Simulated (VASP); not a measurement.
LiF:

```
Li F
1.0
     3.28008    0.00000    0.00000
    -1.64004    2.84063    0.00000
     0.00000    0.00000    3.99960
Li F
2 2
Direct
  0.33333 0.66667 0.25000
  0.66667 0.33333 0.75000
  0.66667 0.33333 0.25000
  0.33333 0.66667 0.75000
```

Base run:

```yaml
Program: VASP 6.6.1
Functional: r2SCAN
Potentials_or_basis: VASP PAW PBE potentials, release 64 (Li_sv, F)
Cutoff: 520 eV
k_mesh: 6 × 6 × 4
Occupations: gaussian, width 0.01 eV
Spin: no spin polarisation
```

Its results: band gap on the k mesh 8.64 eV, direct.

Task: After a change of settings the same cell gave: band gap on the k mesh 7.50 eV, direct. Which change was it?
A. functional from r2SCAN to PBE; k mesh from 6 × 6 × 4 to 6 × 6 × 6
B. functional from r2SCAN to PBE
C. functional from r2SCAN to LDA; potentials or basis from VASP PAW PBE potentials, release 64 (Li_sv, F) to VASP PAW LDA potentials, release 64 (Li_sv, F)
D. functional from r2SCAN to PBE; further incar settings from ALGO = Normal; EDIFF = 1e-06; NBANDS = 18 to ALGO = Normal; EDIFF = 1e-07; NBANDS = 18

Result: C.
